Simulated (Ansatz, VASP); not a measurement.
# One calculation of SiC, two programs

Contents of INCAR:

```
PREC = Accurate
ENCUT = 520
EDIFF = 1E-6
ISMEAR = -1
SIGMA = 0.05
LREAL = False
LASPH = True
NELM = 80
ALGO = Normal
ISIF = 2
LWAVE = False
LCHARG = True
GGA = PE
LELF = True
LVHAR = True
NBANDS = 16
```

Contents of KPOINTS:

```
regular mesh
0
Gamma
  6 6 2
```

Contents of POSCAR:

```
SiC
1.0
    3.0760000000      0.0000000000      0.0000000000
   -1.5380000000      2.6638940000      0.0000000000
    0.0000000000      0.0000000000      5.0480000000
Si C
2 2
Direct
    0.3333333333      0.6666666667      0.0000000000
    0.6666666667      0.3333333333      0.5000000000
    0.3333333333      0.6666666667      0.3850000000
    0.6666666667      0.3333333333      0.8850000000
```

Input for Ansatz:

```yaml
crystal:
  lattice:
    - [3.076, 0.0, 0.0]
    - [-1.538, 2.663894, 0.0]
    - [0.0, 0.0, 5.048]
  atoms:
    - { symbol: Si, position: [0.3333333333333333, 0.6666666666666666, 0.0] }
    - { symbol: Si, position: [0.6666666666666666, 0.3333333333333333, 0.5] }
    - { symbol: C, position: [0.3333333333333333, 0.6666666666666666, 0.385] }
    - { symbol: C, position: [0.6666666666666666, 0.3333333333333333, 0.885] }
kpoints:
  mp_grid:
    grid: [6, 6, 2]
hamiltonian:
  xc: pbe
scf:
  occupations:
    method: fermi_dirac
    width: 0.05
output:
  stress: true
```

Alike in both runs: task single point; functional PBE; k mesh 6 × 6 × 2; occupations fermi-dirac, width 0.05 eV; no spin polarisation.

|  | VASP | Ansatz |
| --- | --- | --- |
| version | VASP 6.6.1 | Ansatz 0.2.0 |
| potentials or method | VASP PAW PBE potentials, release 64 (Si, C) | plane waves, PAW |
| plane-wave cutoff (eV) | 520 | 420 |
| valence electrons in the cell | 16 | 16 |

|  | VASP | Ansatz | Ansatz less VASP |
| --- | --- | --- | --- |
| pressure (GPa) | 3.7 | 3.8 | +0.05 |
| traceless stress, the component that is largest in VASP (GPa) | -2.74 | -2.76 | -0.020 |

The k mesh is coarse, so the values compare programs but aren't converged.
